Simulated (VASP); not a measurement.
Runs of VASP 6.6.1 on Bi. The structure is that of space group Im-3m (No. 229), or close to it. The cells are those of the table. 

```csv
task,cell,cutoff (eV),gap on the mesh (eV),pressure (GPa)
single point,"a = 2.565 Å, angles 109.5°, 1 atom",520,none,(a)
relaxation of cell and atoms,"relaxed to 360 GPa from a = 2.562 Å, angles 109.5°, 1 atom",600,none,360.0
single point,"a = 2.564 Å, angles 109.5°, 1 atom",520,none,360.6
relaxation of cell and atoms,"relaxed to 360 GPa from a = 2.565 Å, angles 109.5°, 1 atom",600,none,360.0
```

Alike in all rows: level PBEsol; potentials or basis VASP PAW PBE potentials, release 64 (Bi_d); no spin polarisation; k mesh 18 × 18 × 18; smearing fermi-dirac 0.08 eV.

Question: Estimate the missing entries.

Answer: (a) 360.2.

Caveats: the PAW data sets were made with another functional, which shifts forces and pressure a little; spin-orbit coupling is left out, which moves the levels of the heavy elements; the cell is relaxed towards a set pressure, so the enthalpy falls and the energy may rise (some runs).

A k mesh can miss the band edges, and the runs leave out spin-orbit coupling on Bi.

A gap of «none» marks levels without a gap at the run's occupations.
